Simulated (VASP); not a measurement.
# CuSi16 (a cell with a defect) in VASP: single point with PBE

Aim: the single point of CuSi16 (a cell with a defect) with PBE.

All numbers are computed with VASP 6.6.1; they aren't measurements. Logs are shortened: lines on timing, memory, paths and dates and some standing lists are left out, and cuts for length are marked.

## Step 1: The cell of the first run

The cell holds a defect, 17 atoms: a = 7.679 Å, b = 7.679 Å, c = 7.679 Å, α = 60.00°, β = 60.00°, γ = 60.00°.

## Step 2: Single point, PBE

File INCAR:

```
SYSTEM = CuSi16
PREC = Accurate
ENCUT = 520
EDIFF = 1E-6
ISMEAR = 0
SIGMA = 0.05
LREAL = Auto
LASPH = .True.
NELM = 100
ALGO = Normal
ISIF = 2
LWAVE = .False.
LCHARG = .False.
GGA = PE
NBANDS = 52
NELECT = 74.0
```

File KPOINTS:

```
regular mesh
0
Gamma
  2 2 2
  0 0 0
```

File POSCAR:

```
CuSi16
1.0
    0.0000000000      5.4300000000      5.4300000000
    5.4300000000      0.0000000000      5.4300000000
    5.4300000000      5.4300000000      0.0000000000
Si Cu
16 1
Direct
    0.0079086556     -0.0380651934      0.0140773481
    0.1191558011      0.1206574586      0.1150826888
   -0.0146814917      0.0029494475      0.5051255064
    0.1206300184      0.1214780847      0.6435911602
   -0.0026910681      0.4919862799      0.0012879374
    0.1385499079      0.5898454880      0.1354944751
   -0.0025734807      0.4925867403      0.5089558011
    0.1129633517      0.6312928177      0.6279252302
    0.5035558011      0.0041709024     -0.0186668508
    0.6392633517      0.1224088398      0.1202716390
    0.5050244936      0.0050327808      0.5112261510
    0.6168656538      0.1643115101      0.6109013812
    0.5110783610      0.4939719153     -0.0020599448
    0.6258517495      0.6331456722      0.1170237569
    0.4850860037      0.5362799263      0.4901044199
    0.6259471455      0.6338508287      0.6247053407
    0.3141547882      1.0595614180      0.3134330571
```

Potentials or basis: VASP PAW PBE potentials, release 64 (Si, Cu).

Launch:

```console
> cat potpaw_PBE.64/Si/POTCAR potpaw_PBE.64/Cu/POTCAR > POTCAR
> mpirun -np 1 vasp_std > vasp.out
```

OUTCAR:

```text
SYSTEM = CuSi16
   PREC = Accurate
   ENCUT = 520
   EDIFF = 1E-6
   ISMEAR = 0
   LREAL = Auto
   LASPH = .True.
   NELM = 100
   ISIF = 2
   GGA = PE
   NELECT = 74.0

 ion  position               nearest neighbor table
   1  0.008  0.962  0.014-  10 2.32   6 2.33   4 2.34   2 2.34
   2  0.119  0.121  0.115-   5 2.33   1 2.34  17 2.38   9 2.41   3 2.45
   3  0.985  0.003  0.505-  12 2.32   8 2.33  17 2.34   2 2.45   4 2.46
   4  0.121  0.121  0.644-   7 2.33   1 2.34  17 2.37  11 2.41   3 2.46
   5  0.997  0.492  0.001-   2 2.33  14 2.33   8 2.34   6 2.35
   6  0.139  0.590  0.135-   1 2.33  13 2.34   5 2.35   7 2.35
   7  0.997  0.493  0.509-   4 2.33  16 2.33   8 2.34   6 2.35
   8  0.113  0.631  0.628-   3 2.33  15 2.34   7 2.34   5 2.34
   9  0.504  0.004  0.981-  14 2.33  12 2.34  17 2.36   2 2.41  10 2.46
  10  0.639  0.122  0.120-   1 2.32  13 2.33  17 2.33  11 2.45   9 2.46
  11  0.505  0.005  0.511-  16 2.33  12 2.34  17 2.37   4 2.41  10 2.45
  12  0.617  0.164  0.611-   3 2.32  15 2.33   9 2.34  11 2.34
  13  0.511  0.494  0.998-  10 2.33  14 2.34  16 2.34   6 2.34
  14  0.626  0.633  0.117-   9 2.33   5 2.33  13 2.34  15 2.35
  15  0.485  0.536  0.490-  12 2.33   8 2.34  16 2.35  14 2.35
  16  0.626  0.634  0.625-  11 2.33   7 2.33  13 2.34  15 2.35
  17  0.314  0.060  0.313-  10 2.33   3 2.34   9 2.36   4 2.37  11 2.37   2 2.38

  LATTYP: Found a face centered cubic cell.
 ALAT       =    10.8600000000

  Lattice vectors:

 A1 = (   0.0000000000,   5.4300000000,   5.4300000000)
 A2 = (   5.4300000000,   0.0000000000,   5.4300000000)
 A3 = (   5.4300000000,   5.4300000000,   0.0000000000)

Analysis of symmetry for initial positions (statically):
=====================================================================
 Subroutine PRICEL returns:
 Original cell was already a primitive cell.

 Routine SETGRP: Setting up the symmetry group for a
 face centered cubic supercell.

 Subroutine GETGRP returns: Found  1 space group operations
 (whereof  1 operations were pure point group operations)
 out of a pool of 48 trial point group operations.

The static configuration has the point symmetry C_1 .

Analysis of symmetry for dynamics (positions and initial velocities):
=====================================================================
 Subroutine PRICEL returns:
 Original cell was already a primitive cell.

 Routine SETGRP: Setting up the symmetry group for a
 face centered cubic supercell.

 Subroutine GETGRP returns: Found  1 space group operations
 (whereof  1 operations were pure point group operations)
 out of a pool of 48 trial point group operations.

The dynamic configuration has the point symmetry C_1 .

 Subroutine INISYM returns: Found  1 space group operations
 (whereof  1 operations are pure point group operations),
 and found     1 'primitive' translations

----------------------------------------------------------------------------------------

                                     Primitive cell

  volume of cell :     320.2060

  direct lattice vectors                    reciprocal lattice vectors
     0.000000000  5.430000000  5.430000000    -0.092081031  0.092081031  0.092081031
     5.430000000  0.000000000  5.430000000     0.092081031 -0.092081031  0.092081031
     5.430000000  5.430000000  0.000000000     0.092081031  0.092081031 -0.092081031

  length of vectors
     7.679179644  7.679179644  7.679179644     0.159489025  0.159489025  0.159489025

  position of ions in fractional coordinates (direct lattice)
     0.007908656  0.961934807  0.014077348
     0.119155801  0.120657459  0.115082689
     0.985318508  0.002949448  0.505125506
     0.120630018  0.121478085  0.643591160
     0.997308932  0.491986280  0.001287937
     0.138549908  0.589845488  0.135494475
[... 9 lines left out ...]
     0.625947145  0.633850829  0.624705341
     0.314154788  0.059561418  0.313433057

  ion indices of the primitive-cell ions
   primitive index   ion index
                 1           1
                 2           2
                 3           3
                 4           4
                 5           5
                 6           6
[... 9 lines left out ...]
                16          16
                17          17

----------------------------------------------------------------------------------------

 KPOINTS: regular mesh

Automatic generation of k-mesh.
 Grid dimensions read from file:
 generate k-points for:    2    2    2

 Generating k-lattice:

  Cartesian coordinates                     Fractional coordinates (reciprocal lattice)
    -0.046040516  0.046040516  0.046040516     0.500000000  0.000000000  0.000000000
     0.046040516 -0.046040516  0.046040516     0.000000000  0.500000000  0.000000000
     0.046040516  0.046040516 -0.046040516     0.000000000  0.000000000  0.500000000

  Length of vectors
     0.079744512  0.079744512  0.079744512

  Shift w.r.t. Gamma in fractional coordinates (k-lattice)
     0.000000000  0.000000000  0.000000000

 Subroutine IBZKPT returns following result:
 ===========================================

 Found      8 irreducible k-points:

 Following reciprocal coordinates:
            Coordinates               Weight
  0.000000  0.000000  0.000000      1.000000
  0.500000  0.000000  0.000000      1.000000
  0.000000  0.500000  0.000000      1.000000
  0.000000  0.000000  0.500000      1.000000
  0.500000  0.500000  0.500000      1.000000
  0.500000  0.500000  0.000000      1.000000
  0.000000  0.500000  0.500000      1.000000
  0.500000  0.000000  0.500000      1.000000
   k-points           NKPTS =      8   k-points in BZ     NKDIM =      8   number of bands    NBANDS=     52
   number of dos      NEDOS =    301   number of ions     NIONS =     17
   total plane-waves  NPLWV = 216000
   dimension x,y,z NGX =    60 NGY =   60 NGZ =   60
   dimension x,y,z NGXF=   120 NGYF=  120 NGZF=  120
   ions per type =              16   1
   NGX,Y,Z   is equivalent  to a cutoff of  12.99, 12.99, 12.99 a.u.
   NGXF,Y,Z  is equivalent  to a cutoff of  25.98, 25.98, 25.98 a.u.
 SYSTEM =  CuSi16
   PREC   = accura    normal or accurate (medium, high low for compatibility)
   ISTART =      0    job   : 0-new  1-cont  2-samecut
   ICHARG =      2    charge: 1-file 2-atom 10-const
   ISPIN  =      1    spin polarized calculation?
   LNONCOLLINEAR =      F non collinear calculations
   LSORBIT =      F    spin-orbit coupling
   LASPH  =      T    aspherical Exc in radial PAW
   ENCUT  =  520.0 eV  38.22 Ry    6.18 a.u.  14.28 14.28 14.28*2*pi/ulx,y,z
   NELM   =    100;   NELMIN=  2; NELMDL= -5     # of ELM steps
   EDIFF  = 0.1E-05   stopping-criterion for ELM
   LREAL  =      T    real-space projection
   EDIFFG = 0.1E-04   stopping-criterion for IOM
   NSW    =      0    number of steps for IOM
   IBRION =     -1    ionic relax: 0-MD 1-quasi-New 2-CG
   NFREE  =      0    steps in history (QN), initial steepest desc. (CG)
   ISIF   =      2    stress and relaxation
   ISYM   =      2    0-nonsym 1-usesym 2-fastsym
   POTIM  = 0.5000    time-step for ionic-motion
   TEBEG  =    0.0;   TEEND  =   0.0 temperature during run
   PSTRESS=    0.0 pullay stress
   NELECT =      74.0000    total number of electrons
   NUPDOWN=      -1.0000    fix difference up-down
   EMIN   =  10.00;   EMAX   =-10.00  energy-range for DOS
   EFERMI =   0.00;   METHOD = LEGACY
   ISMEAR =     0;   SIGMA  =   0.05  broadening in eV -4-tet -1-fermi 0-gaus
   EFERMI_NEDOS =   21; number of points for ismear=-14 and -15
   IALGO  =     38    algorithm
   IMIX   =      4    mixing-type and parameters
     AMIX     =   0.40;   BMIX     =  1.00
     AMIX_MAG =   1.60;   BMIX_MAG =  1.00
  volume/ion in A,a.u.               =      18.84       127.11
  Fermi-wavevector in a.u.,A,eV,Ry     =   1.004636  1.898488 13.732283  1.009294
  Thomas-Fermi vector in A             =   2.137265
   LORBIT       =      0    0 simple, 1 ext, 2 COOP (PROOUT), +10 PAW based schemes
   GGA     = PE    functional components
   LHFCALC =     F    Hartree Fock is set to
   AEXX    =    0.0000 exact exchange contribution
   IVDW    =     0    specifies the selected vdW correction
   LEPSILON=     F    determine dielectric tensor
   LRPA    =     F    only Hartree local field effects (RPA)
 non-spin polarized calculation
 Gauss-broadening in eV      SIGMA  =   0.05
  energy-cutoff  :      520.00
  volume of cell :      320.21
 maximum number of plane-waves:      8646
 NGX is ok and might be reduce to    60
   NGX = 29   NGY = 29   NGZ = 29

 number of electron      73.9999999 magnetization

 Free energy of the ion-electron system (eV)
  ---------------------------------------------------
  ext. energy  EPLUGINS =         0.00000000
  ---------------------------------------------------
  free energy    TOTEN  =       -94.16961511 eV

  energy without entropy =      -94.16849959  energy(sigma->0) =      -94.16905735

 E-fermi :   6.3975     XC(G=0):  -9.6167

 val. band max:        6.3263186517   @ k =   0.0000   0.0000   0.0000
 cond. band min:       6.4660963541   @ k =   0.0000   0.0000   0.0000
 fundamental gap:      0.1397777024
 Fermi energy:         6.3974751089

 k-point     1 :       0.0000    0.0000    0.0000
  band No.  band energies     occupation
      1      -5.9002      2.00000
      2      -3.5552      2.00000
      3      -3.5159      2.00000
      4      -3.4847      2.00000
      5      -3.4717      2.00000
      6      -1.9450      2.00000
[... 41 lines left out ...]
     48       8.4174      0.00000
     49       8.4982      0.00000

 k-point     2 :       0.5000    0.0000    0.0000
  band No.  band energies     occupation
      1      -5.1844      2.00000
      2      -4.9876      2.00000
      3      -3.3209      2.00000
      4      -3.2449      2.00000
      5      -3.1126      2.00000
      6      -3.1051      2.00000
[... 304 lines left out ...]
 k-point     8 :       0.5000    0.0000    0.5000
  band No.  band energies     occupation
      1      -4.9324      2.00000
      2      -4.7200      2.00000
      3      -3.9180      2.00000
      4      -3.7720      2.00000
      5      -3.7515      2.00000
      6      -3.7317      2.00000
[... 41 lines left out ...]
     48      10.4213      0.00000
     49      10.4545      0.00000
 [bands above 49 left out]

------------------------ aborting loop because EDIFF is reached ----------------------------------------

  FORCE on cell =-STRESS in cart. coord.  units (eV):
  Direction    XX          YY          ZZ          XY          YZ          ZX
  --------------------------------------------------------------------------------------
  -------------------------------------------------------------------------------------
  Total       -1.1841466     -1.2927551     -0.9030934     -1.0916277     -0.0757531      0.0220437
  in kB       -5.9249756     -6.4684073     -4.5187025     -5.4620498     -0.3790368      0.1102973
  external PRESSURE =      -5.6373618 kB  Pullay stress =       0.0000000 kB

 VOLUME and BASIS-vectors are now :
 -----------------------------------------------------------------------------
  energy-cutoff  :      520.00
  volume of cell :      320.21
      direct lattice vectors                 reciprocal lattice vectors
     0.000000000  5.430000000  5.430000000    -0.092081031  0.092081031  0.092081031
     5.430000000  0.000000000  5.430000000     0.092081031 -0.092081031  0.092081031
     5.430000000  5.430000000  0.000000000     0.092081031  0.092081031 -0.092081031

 POSITION                                       TOTAL-FORCE (eV/Angst)
 -----------------------------------------------------------------------------------
      5.29975      0.11938      5.26625         0.017009      0.002966     -0.013838
      1.28007      1.27192      1.30219        -0.025296     -0.026842      0.031780
      2.75885      8.09311      5.36629         0.019720      0.029811     -0.003717
      4.15433      4.14972      1.31465         0.023814      0.008587      0.001372
      2.67848      5.42238      8.08687        -0.004152      0.008928      0.000937
      3.93860      1.48806      3.95519         0.002373      0.007921      0.003571
[... 9 lines left out ...]
      6.83396      6.79104      6.84070        -0.000756      0.009556      0.011541
      2.02536      3.40780      2.02928         0.006790     -0.004141     -0.038835
 -----------------------------------------------------------------------------------
    total drift:                                0.001634      0.001177      0.001764

  FREE ENERGIE OF THE ION-ELECTRON SYSTEM (eV)
  ---------------------------------------------------
  free  energy   TOTEN  =       -94.1696151135 eV

  energy  without entropy=      -94.1684995877  energy(sigma->0) =      -94.16905735
```

It took 8 min on 1 thread of Intel Xeon 8259CL, shared host; peak memory 0.5 GiB.

Results:

```
Free energy   : -94.1696 eV
Largest force : 0.049 eV/Å
```

Forces on the atoms (eV/Å):
```
Si   0.017  0.003 -0.014
Si  -0.025 -0.027  0.032
Si   0.020  0.030 -0.004
Si   0.024  0.009  0.001
Si  -0.004  0.009  0.001
Si   0.002  0.008  0.004
Si  -0.010 -0.001  0.004
Si   0.012 -0.010 -0.005
Si  -0.007 -0.002  0.014
Si  -0.023 -0.016  0.027
Si   0.010 -0.001 -0.014
Si  -0.013  0.001 -0.009
Si   0.000 -0.008 -0.016
Si  -0.004  0.001  0.009
Si  -0.004 -0.001 -0.003
Si  -0.001  0.010  0.012
Cu   0.007 -0.004 -0.039
```

Levels at points of the mesh, in eV from the Fermi level:
```
           k point  band 35  band 36  band 37  band 38  band 39  band 40
(0.00, 0.00, 0.00)    -0.50    -0.09    -0.07     0.07     0.13     0.56
(0.50, 0.00, 0.00)    -0.97    -0.90    -0.68     0.70     1.04     1.12
(0.00, 0.50, 0.00)    -0.90    -0.58    -0.43     0.59     1.00     1.47
(0.00, 0.00, 0.50)    -0.99    -0.91    -0.72     0.69     1.04     1.09
(0.50, 0.50, 0.50)    -1.00    -0.90    -0.74     0.68     1.03     1.10
(0.50, 0.50, 0.00)    -1.47    -1.46    -1.11     0.74     0.82     1.89
(0.00, 0.50, 0.50)    -1.47    -1.44    -1.16     0.74     0.83     1.89
(0.50, 0.00, 0.50)    -1.46    -1.44    -1.17     0.74     0.83     1.90
```

Caveat: the k points lie up to 0.50 Å⁻¹ apart; the cell carries a net charge on a neutralising background, which shifts energy and pressure; the cell is charged against a uniform background, so pressure and absolute levels hang on convention.
